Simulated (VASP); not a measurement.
# BAs (I-4m2) in VASP: notebook, part 4 of 4

VASP 6.6.1. The steps go on from the part before.

## 6. Single point, PBE (epitaxial xy strain -1.0%)

Contents of INCAR:

```
SYSTEM = BAs
  PREC = Accurate
  ENCUT = 520
  EDIFF = 1E-6
  ISMEAR = -1
  SIGMA = 0.02
  LREAL = .FALSE.
  LASPH = .TRUE.
  NELM = 60
  ALGO = Normal
  ISIF = 2
  LWAVE = .FALSE.
  LCHARG = .FALSE.
  GGA = PE
  NBANDS = 11
```

Contents of KPOINTS:

```
regular mesh
0
G
  10 10 10
  0 0 0
```

Contents of POSCAR:

```
BAs
1.0
    0.0000000000      2.3679489280      2.4029739393
    2.3679489280      0.0000000000      2.4029739393
    2.3679489280      2.3679489280      0.0000000000
B As
1 1
Direct
    0.0000000000      0.0000000000      0.0000000000
    0.2500000000      0.2500000000      0.2500000000
```

Potentials or basis: VASP PAW PBE potentials, release 64 (B, As).

Command:

```sh
cat potpaw_PBE.64/B/POTCAR potpaw_PBE.64/As/POTCAR > POTCAR
mpirun -np 1 vasp_std > vasp.out
```

OUTCAR:

```text
SYSTEM = BAs
   PREC = Accurate
   ENCUT = 520
   EDIFF = 1E-6
   ISMEAR = -1
   LREAL = .FALSE.
   LASPH = .TRUE.
   NELM = 60
   ISIF = 2
   GGA = PE

 ion  position               nearest neighbor table
   1  0.000  0.000  0.000-   2 2.06   2 2.06   2 2.06   2 2.06
   2  0.250  0.250  0.250-   1 2.06   1 2.06   1 2.06   1 2.06

  LATTYP: Found a body centered tetragonal cell.
 ALAT       =     3.3487854890
 C/A-ratio  =     1.4351316005

  Lattice vectors:

 A1 = (  -2.3679489280,   0.0000000000,   2.4029739393)
 A2 = (   2.3679489280,   0.0000000000,   2.4029739393)
 A3 = (   0.0000000000,   2.3679489280,  -2.4029739393)

Analysis of symmetry for initial positions (statically):
=====================================================================
 Subroutine PRICEL returns:
 Original cell was already a primitive cell.

 Routine SETGRP: Setting up the symmetry group for a
 body centered tetragonal supercell.

 Subroutine GETGRP returns: Found  8 space group operations
 (whereof  8 operations were pure point group operations)
 out of a pool of 16 trial point group operations.

The static configuration has the point symmetry D_2d.

Analysis of symmetry for dynamics (positions and initial velocities):
=====================================================================
 Subroutine PRICEL returns:
 Original cell was already a primitive cell.

 Routine SETGRP: Setting up the symmetry group for a
 body centered tetragonal supercell.

 Subroutine GETGRP returns: Found  8 space group operations
 (whereof  8 operations were pure point group operations)
 out of a pool of 16 trial point group operations.

The dynamic configuration has the point symmetry D_2d.

 Subroutine INISYM returns: Found  8 space group operations
 (whereof  8 operations are pure point group operations),
 and found     1 'primitive' translations

[... 120 lines left out ...]
   LHFCALC =     F    Hartree Fock is set to
   AEXX    =    0.0000 exact exchange contribution
   IVDW    =     0    specifies the selected vdW correction
   LEPSILON=     F    determine dielectric tensor
   LRPA    =     F    only Hartree local field effects (RPA)
 non-spin polarized calculation
  energy-cutoff  :      520.00
  volume of cell :       26.95
 maximum number of plane-waves:       740
 NGX is ok and might be reduce to    28
   NGX = 13   NGY = 13   NGZ = 13

 number of electron       8.0000000 magnetization

 Free energy of the ion-electron system (eV)
  ---------------------------------------------------
  ext. energy  EPLUGINS =         0.00000000
  ---------------------------------------------------
  free energy    TOTEN  =       -11.39568022 eV

  energy without entropy =      -11.39568022  energy(sigma->0) =      -11.39568022

 E-fermi :   6.7341     XC(G=0): -10.6333

 val. band max:        6.2997541035   @ k =   0.0000   0.0000   0.0000
 cond. band min:       7.3515762729   @ k =   0.4000   0.0000   0.4000
 fundamental gap:      1.0518221694
 Fermi energy:         6.7340838593

 k-point     1 :       0.0000    0.0000    0.0000
  band No.  band energies     occupation
      1      -9.2531      2.00000
      2       6.1540      2.00000
      3       6.2998      2.00000
      4       6.2998      2.00000
      5       9.5116      0.00000
      6       9.5116      0.00000
      7       9.6063      0.00000
      8      11.0788      0.00000
      9      15.8899      0.00000
     10      19.0335      0.00000
     11      19.4511      0.00000
[... 309 lines left out ...]
 k-point    24 :       0.4000    0.3000    0.0000
  band No.  band energies     occupation
      1      -6.6236      2.00000
      2      -0.3097      2.00000
      3       2.2714      2.00000
      4       2.8109      2.00000
      5       8.0670      0.00000
      6       9.7351      0.00000
      7      15.1457      0.00000
      8      15.4059      0.00000
      9      18.3048      0.00000
     10      22.1326      0.00000
     11      22.2753      0.00000

 [... further k-points ...]

------------------------ aborting loop because EDIFF is reached ----------------------------------------

  FORCE on cell =-STRESS in cart. coord.  units (eV):
  Direction    XX          YY          ZZ          XY          YZ          ZX
  --------------------------------------------------------------------------------------
  -------------------------------------------------------------------------------------
  Total        1.0331627      1.0331627      0.5075862      0.0000000     -0.0000000      0.0000000
  in kB       61.4264728     61.4264728     30.1784328      0.0000000     -0.0000000      0.0000000
  external PRESSURE =      51.0104595 kB  Pullay stress =       0.0000000 kB

 VOLUME and BASIS-vectors are now :
 -----------------------------------------------------------------------------
  energy-cutoff  :      520.00
  volume of cell :       26.95
      direct lattice vectors                 reciprocal lattice vectors
     0.000000000  2.367948928  2.402973939    -0.211153203  0.211153203  0.208075498
     2.367948928  0.000000000  2.402973939     0.211153203 -0.211153203  0.208075498
     2.367948928  2.367948928  0.000000000     0.211153203  0.211153203 -0.208075498

 POSITION                                       TOTAL-FORCE (eV/Angst)
 -----------------------------------------------------------------------------------
      0.00000      0.00000      0.00000         0.000000      0.000000     -0.000000
      1.18397      1.18397      1.20149        -0.000000     -0.000000      0.000000
 -----------------------------------------------------------------------------------
    total drift:                               -0.000000     -0.000000     -0.000000

  FREE ENERGIE OF THE ION-ELECTRON SYSTEM (eV)
  ---------------------------------------------------
  free  energy   TOTEN  =       -11.3956802208 eV

  energy  without entropy=      -11.3956802208  energy(sigma->0) =      -11.39568022
```

OSZICAR:

```text
N       E                     dE             d eps       ncg     rms          rms(c)
DAV:   1     0.119993828601E+02    0.11999E+02   -0.37973E+03  2252   0.646E+02
DAV:   2    -0.113361940981E+02   -0.23336E+02   -0.22382E+02  2965   0.104E+02
DAV:   3    -0.120548007089E+02   -0.71861E+00   -0.71695E+00  2801   0.167E+01
DAV:   4    -0.120567983044E+02   -0.19976E-02   -0.19975E-02  2488   0.975E-01
DAV:   5    -0.120568011378E+02   -0.28334E-05   -0.28334E-05  2734   0.400E-02    0.501E+00
DAV:   6    -0.114644223700E+02    0.59238E+00   -0.16160E+00  2409   0.520E+00    0.244E+00
DAV:   7    -0.114021775318E+02    0.62245E-01   -0.20249E-01  2639   0.220E+00    0.994E-01
DAV:   8    -0.113952190149E+02    0.69585E-02   -0.20521E-02  2553   0.816E-01    0.995E-02
DAV:   9    -0.113955199220E+02   -0.30091E-03   -0.75953E-04  2574   0.161E-01    0.600E-02
DAV:  10    -0.113956743169E+02   -0.15439E-03   -0.19023E-04  2428   0.843E-02    0.123E-02
DAV:  11    -0.113956801466E+02   -0.58297E-05   -0.53069E-06  2727   0.155E-02    0.108E-02
DAV:  12    -0.113956802208E+02   -0.74207E-07   -0.26725E-06  2430   0.890E-03
   1 F= -.11395680E+02 E0= -.11395680E+02  d E =-.673605E-12
```

stdout:

```text
POSCAR found type information on POSCAR B As
 POSCAR found :  2 types and       2 ions
 scaLAPACK will be used
 LDA part: xc-table for (Slater+PW92), standard interpolation
 POSCAR, INCAR and KPOINTS ok, starting setup
 FFT: planning ... GRIDC
 FFT: planning ... GRID_SOFT
 FFT: planning ... GRID
 WAVECAR not read
 entering main loop
```

Wall time 42 s (1 thread of Intel Xeon 8259CL, shared host); peak memory 0.18 GiB.

What came out:

```
Free energy            : -11.3957 eV
Pressure               : 5.1 GPa
Band gap on the k mesh : 1.05 eV, indirect (least direct gap 3.21 eV)
```

Levels at points of the mesh, in eV from the valence-band top:
```csv
k point,band 2,band 3,band 4,band 5,band 6,band 7
"(0.00, 0.00, 0.00)",-0.15,0.00,0.00,3.21,3.21,3.31
"(0.50, 0.00, 0.00)",-8.92,-1.98,-1.80,2.70,4.70,4.81
"(0.50, 0.50, 0.00)",-8.72,-4.08,-4.08,1.48,1.51,11.42
"(0.50, 0.00, 0.50)",-8.60,-4.23,-4.21,1.31,1.32,11.31
```

Caveat: the cell differs from its parent crystal (epitaxial xy strain -1.0%). A k mesh can miss the band edges.

## 7. The runs side by side

| cell | k mesh | smearing | gap on the mesh (eV) | pressure (GPa) |
| --- | --- | --- | --- | --- |
| a = 3.401, b = 3.401, c = 3.450 Å, angles 59.5, 59.5, 61.0°, 2 atoms | 6 × 6 × 6 | gaussian 0.01 eV | 0.88 | -1.3 |
| a = 3.348, b = 3.348, c = 3.247 Å, angles 61.0, 61.0, 58.0°, 2 atoms | 10 × 10 × 10 | fermi-dirac 0.02 eV | 0.65 | 13.1 |
| a = 3.356, b = 3.356, c = 3.281 Å, angles 60.7, 60.7, 58.5°, 2 atoms | 10 × 10 × 10 | fermi-dirac 0.02 eV | 0.79 | 10.2 |
| a = 3.365, b = 3.365, c = 3.315 Å, angles 60.5, 60.5, 59.0°, 2 atoms | 10 × 10 × 10 | fermi-dirac 0.02 eV | 0.92 | 7.6 |
| a = 3.374, b = 3.374, c = 3.349 Å, angles 60.2, 60.2, 59.5°, 2 atoms | 10 × 10 × 10 | fermi-dirac 0.02 eV | 1.05 | 5.1 |

Alike in all rows: task single point; level PBE; potentials or basis VASP PAW PBE potentials, release 64 (B, As); no spin polarisation; cutoff (eV) 520.

Total energies depend on the potentials used, so only differences within one code and one set of settings carry meaning.
